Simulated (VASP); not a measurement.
# O2 in VASP: single point with PBEsol

Aim: the single point of O2 with PBEsol.

All numbers are computed with VASP 6.6.1; they aren't measurements. Logs are shortened: lines on timing, memory, paths and dates and some standing lists are left out, and cuts for length are marked.

## (1) The cell of the first run

The cell holds a molecule in a box, 2 atoms: a = 9.000 Å, b = 9.500 Å, c = 10.000 Å, α = 90.00°, β = 90.00°, γ = 90.00°.

## (2) Single point, PBEsol, collinear spin, ferromagnetic start

INCAR

```
  ALGO = Normal
  EDIFF = 1E-6
  ENCUT = 1000
  GGA = PS
  GGA_COMPAT = F
  ISIF = 2
  ISMEAR = -1
  ISPIN = 2
  LASPH = T
  LCHARG = T
  LELF = T
  LORBIT = 11
  LREAL = F
  LVHAR = T
  LWAVE = F
  MAGMOM = 1 1
  NBANDS = 17
  NELM = 200
  NELMDL = -8
  PREC = Accurate
  SIGMA = 0.02
```

KPOINTS

```
k-points
0
Gamma
  1 1 1
```

POSCAR

```
O
1.0
    9.0000000000      0.0000000000      0.0000000000
    0.0000000000      9.5000000000      0.0000000000
    0.0000000000      0.0000000000     10.0000000000
O
2
Direct
    0.5000000000      0.5000000000      0.4395039395
    0.5000000000      0.5000000000      0.5604960605
```

Potentials or basis: VASP PAW PBE potentials, release 64 (O_h).

Started as:

```sh
> cat potpaw_PBE.64/O_h/POTCAR > POTCAR
> mpirun -np 1 vasp_gam > vasp.out
```

OUTCAR:

```text
EDIFF = 1E-6
   ENCUT = 1000
   GGA = PS
   ISIF = 2
   ISMEAR = -1
   ISPIN = 2
   LASPH = T
   LORBIT = 11
   LREAL = F
   NELM = 200
   NELMDL = -8
   PREC = Accurate

 ion  position               nearest neighbor table
   1  0.500  0.500  0.440-   2 1.21
   2  0.500  0.500  0.560-   1 1.21

  LATTYP: Found a simple orthorhombic cell.
 ALAT       =     9.0000000000
 B/A-ratio  =     1.0555555556
 C/A-ratio  =     1.1111111111

  Lattice vectors:

 A1 = (   9.0000000000,   0.0000000000,   0.0000000000)
 A2 = (   0.0000000000,   9.5000000000,   0.0000000000)
 A3 = (   0.0000000000,   0.0000000000,  10.0000000000)

Analysis of symmetry for initial positions (statically):
=====================================================================
 Subroutine PRICEL returns:
 Original cell was already a primitive cell.

 Routine SETGRP: Setting up the symmetry group for a
 simple orthorhombic supercell.

 Subroutine GETGRP returns: Found  8 space group operations
 (whereof  8 operations were pure point group operations)
 out of a pool of  8 trial point group operations.

The static configuration has the point symmetry D_2h.

Analysis of symmetry for dynamics (positions and initial velocities):
=====================================================================
 Subroutine PRICEL returns:
 Original cell was already a primitive cell.

 Routine SETGRP: Setting up the symmetry group for a
 simple orthorhombic supercell.

 Subroutine GETGRP returns: Found  8 space group operations
 (whereof  8 operations were pure point group operations)
 out of a pool of  8 trial point group operations.

The dynamic configuration has the point symmetry D_2h.

Analysis of structural, dynamic, and magnetic symmetry:
=====================================================================
 Subroutine PRICEL returns:
 Original cell was already a primitive cell.

 Routine SETGRP: Setting up the symmetry group for a
 simple orthorhombic supercell.

 Subroutine GETGRP returns: Found  8 space group operations
 (whereof  8 operations were pure point group operations)
 out of a pool of  8 trial point group operations.

The overall configuration has the point symmetry D_2h.

 Subroutine INISYM returns: Found  8 space group operations
 (whereof  8 operations are pure point group operations),
 and found     1 'primitive' translations

----------------------------------------------------------------------------------------

                                     Primitive cell

  volume of cell :     855.0000

  direct lattice vectors                    reciprocal lattice vectors
     9.000000000  0.000000000  0.000000000     0.111111111  0.000000000  0.000000000
     0.000000000  9.500000000  0.000000000     0.000000000  0.105263158  0.000000000
     0.000000000  0.000000000 10.000000000     0.000000000  0.000000000  0.100000000

  length of vectors
     9.000000000  9.500000000 10.000000000     0.111111111  0.105263158  0.100000000

  position of ions in fractional coordinates (direct lattice)
     0.500000000  0.500000000  0.439503939
     0.500000000  0.500000000  0.560496061

  ion indices of the primitive-cell ions
   primitive index   ion index
                 1           1
                 2           2

----------------------------------------------------------------------------------------

 KPOINTS: k-points

Automatic generation of k-mesh.
 Grid dimensions read from file:
 generate k-points for:    1    1    1

 Generating k-lattice:

  Cartesian coordinates                     Fractional coordinates (reciprocal lattice)
     0.111111111  0.000000000  0.000000000     1.000000000  0.000000000  0.000000000
     0.000000000  0.105263158  0.000000000     0.000000000  1.000000000  0.000000000
     0.000000000  0.000000000  0.100000000     0.000000000  0.000000000  1.000000000

  Length of vectors
     0.111111111  0.105263158  0.100000000

  Shift w.r.t. Gamma in fractional coordinates (k-lattice)
     0.000000000  0.000000000  0.000000000

 Subroutine IBZKPT returns following result:
 ===========================================

 Found      1 irreducible k-points:

 Following reciprocal coordinates:
            Coordinates               Weight
  0.000000  0.000000  0.000000      1.000000
   k-points           NKPTS =      1   k-points in BZ     NKDIM =      1   number of bands    NBANDS=     17
   number of dos      NEDOS =    301   number of ions     NIONS =      2
   total plane-waves  NPLWV = ******
   dimension x,y,z NGX =    96 NGY =   98 NGZ =  108
   dimension x,y,z NGXF=   192 NGYF=  196 NGZF=  216
   ions per type =               2
   NGX,Y,Z   is equivalent  to a cutoff of  17.73, 17.15, 17.95 a.u.
   NGXF,Y,Z  is equivalent  to a cutoff of  35.47, 34.30, 35.91 a.u.
 SYSTEM =  unknown system
   PREC   = accura    normal or accurate (medium, high low for compatibility)
   ISTART =      0    job   : 0-new  1-cont  2-samecut
   ICHARG =      2    charge: 1-file 2-atom 10-const
   ISPIN  =      2    spin polarized calculation?
   LNONCOLLINEAR =      F non collinear calculations
   LSORBIT =      F    spin-orbit coupling
   LASPH  =      T    aspherical Exc in radial PAW
   ENCUT  = 1000.0 eV  73.50 Ry    8.57 a.u.  23.21 24.50 25.78*2*pi/ulx,y,z
   NELM   =    200;   NELMIN=  2; NELMDL= -8     # of ELM steps
   EDIFF  = 0.1E-05   stopping-criterion for ELM
   LREAL  =      F    real-space projection
   EDIFFG = 0.1E-04   stopping-criterion for IOM
   NSW    =      0    number of steps for IOM
   IBRION =     -1    ionic relax: 0-MD 1-quasi-New 2-CG
   NFREE  =      0    steps in history (QN), initial steepest desc. (CG)
   ISIF   =      2    stress and relaxation
   ISYM   =      2    0-nonsym 1-usesym 2-fastsym
   POTIM  = 0.5000    time-step for ionic-motion
   TEBEG  =    0.0;   TEEND  =   0.0 temperature during run
   PSTRESS=    0.0 pullay stress
   NELECT =      12.0000    total number of electrons
   NUPDOWN=      -1.0000    fix difference up-down
   EMIN   =  10.00;   EMAX   =-10.00  energy-range for DOS
   EFERMI =   0.00;   METHOD = LEGACY
   ISMEAR =    -1;   SIGMA  =   0.02  broadening in eV -4-tet -1-fermi 0-gaus
   EFERMI_NEDOS =   21; number of points for ismear=-14 and -15
   IALGO  =     38    algorithm
   IMIX   =      4    mixing-type and parameters
     AMIX     =   0.40;   BMIX     =  1.00
     AMIX_MAG =   1.60;   BMIX_MAG =  1.00
  volume/ion in A,a.u.               =     427.50      2884.91
  Fermi-wavevector in a.u.,A,eV,Ry     =   0.394893  0.746240  2.121703  0.155941
  Thomas-Fermi vector in A             =   1.339966
   LORBIT       =     11    0 simple, 1 ext, 2 COOP (PROOUT), +10 PAW based schemes
   GGA     = PS    functional components
   LHFCALC =     F    Hartree Fock is set to
   AEXX    =    0.0000 exact exchange contribution
   IVDW    =     0    specifies the selected vdW correction
   LEPSILON=     F    determine dielectric tensor
   LRPA    =     F    only Hartree local field effects (RPA)
 spin polarized calculation
  energy-cutoff  :     1000.00
  volume of cell :      855.00
 maximum number of plane-waves:     30729
 NGX is ok and might be reduce to    96
   NGX = 47   NGY = 49   NGZ = 51

 number of electron      11.9999996 magnetization       1.9999996

 Free energy of the ion-electron system (eV)
  ---------------------------------------------------
  ext. energy  EPLUGINS =         0.00000000
  ---------------------------------------------------
  free energy    TOTEN  =       -10.45283086 eV

  energy without entropy =      -10.45283086  energy(sigma->0) =      -10.45283086

 E-fermi :  -6.0726     XC(G=0):  -0.6186

 val. band max:       -6.5815011182   @ k =   0.0000   0.0000   0.0000
 cond. band min:      -4.3102911280   @ k =   0.0000   0.0000   0.0000
 fundamental gap:      2.2712099902
 Fermi energy:        -6.0726246565

 spin component 1

 k-point     1 :       0.0000    0.0000    0.0000
  band No.  band energies     occupation
      1     -32.6995      1.00000
      2     -20.2315      1.00000
      3     -13.3824      1.00000
      4     -13.3328      1.00000
      5     -13.3328      1.00000
      6      -6.5815      1.00000
      7      -6.5815      1.00000
      8      -0.2479      0.00000
      9       0.9810      0.00000
     10       1.3069      0.00000
     11       1.3075      0.00000
     12       1.4686      0.00000
     13       1.5670      0.00000
     14       1.7497      0.00000
     15       2.5524      0.00000
     16       2.8248      0.00000
     17       2.9162      0.00000
 Fermi energy:        -6.0726246565

 spin component 2

 k-point     1 :       0.0000    0.0000    0.0000
  band No.  band energies     occupation
      1     -31.4676      1.00000
      2     -18.4483      1.00000
      3     -12.3592      1.00000
      4     -11.4940      1.00000
      5     -11.4940      1.00000
      6      -4.3103      0.00000
      7      -4.3102      0.00000
      8      -0.1382      0.00000
      9       1.1971      0.00000
     10       1.3662      0.00000
     11       1.4380      0.00000
     12       1.6094      0.00000
     13       1.6321      0.00000
     14       1.8208      0.00000
     15       2.7717      0.00000
     16       2.9938      0.00000
     17       3.0038      0.00000

------------------------ aborting loop because EDIFF is reached ----------------------------------------

  FORCE on cell =-STRESS in cart. coord.  units (eV):
  Direction    XX          YY          ZZ          XY          YZ          ZX
  --------------------------------------------------------------------------------------
  -------------------------------------------------------------------------------------
  Total       -0.0094810     -0.0077618      0.2475026      0.0000000      0.0000000      0.0000000
  in kB       -0.0177665     -0.0145447      0.4637931      0.0000000      0.0000000      0.0000000
  external PRESSURE =       0.1438273 kB  Pullay stress =       0.0000000 kB

 VOLUME and BASIS-vectors are now :
 -----------------------------------------------------------------------------
  energy-cutoff  :     1000.00
  volume of cell :      855.00
      direct lattice vectors                 reciprocal lattice vectors
     9.000000000  0.000000000  0.000000000     0.111111111  0.000000000  0.000000000
     0.000000000  9.500000000  0.000000000     0.000000000  0.105263158  0.000000000
     0.000000000  0.000000000 10.000000000     0.000000000  0.000000000  0.100000000

 POSITION                                       TOTAL-FORCE (eV/Angst)
 -----------------------------------------------------------------------------------
      4.50000      4.75000      4.39504         0.000000     -0.000000     -0.211591
      4.50000      4.75000      5.60496         0.000000      0.000000      0.211591
 -----------------------------------------------------------------------------------
    total drift:                                0.000000      0.000000      0.000000

  FREE ENERGIE OF THE ION-ELECTRON SYSTEM (eV)
  ---------------------------------------------------
  free  energy   TOTEN  =       -10.4528308624 eV

  energy  without entropy=      -10.4528308624  energy(sigma->0) =      -10.45283086

 total charge

# of ion       s       p       d       tot
------------------------------------------
    1        1.082   2.219   0.000   3.302
    2        1.082   2.219   0.000   3.302
--------------------------------------------------
tot          2.165   4.439   0.000   6.604

 magnetization (x)

# of ion       s       p       d       tot
------------------------------------------
    1        0.013   0.606   0.000   0.619
    2        0.013   0.606   0.000   0.619
--------------------------------------------------
tot          0.026   1.213   0.000   1.239
```

It took 9.7 min on 1 thread of Intel Xeon Platinum 8488C (Sapphire Rapids), shared host; peak memory 2.2 GiB.

What came out:

```yaml
Free_energy: -10.4528 eV
Largest_force: 0.212 eV/Å
Gap_between_the_frontier_levels: 2.27 eV
Net_moment: 2.00 μB per cell
Site_moments: O +0.62 μB
Valence_electrons_inside_the_program's_atomic_spheres: O 3.30
```

Forces in eV/Å, atoms in the order of the input:
```
O    0.000  0.000 -0.212
O    0.000  0.000  0.212
```

Levels at points of the mesh, in eV from the valence-band top:
Spin up:
```tsv
k point	band 5	band 6	band 7	band 8	band 9	band 10
(0.00, 0.00, 0.00)	-6.75	0.00	0.00	6.33	7.56	7.89
```
Spin down:
```csv
k point,band 2,band 3,band 4,band 5,band 6,band 7,band 8,band 9
"(0.00, 0.00, 0.00)",-11.87,-5.78,-4.91,-4.91,2.27,2.27,6.44,7.78
```

Caveat: the PAW data sets were made with another functional, which shifts forces and pressure a little.
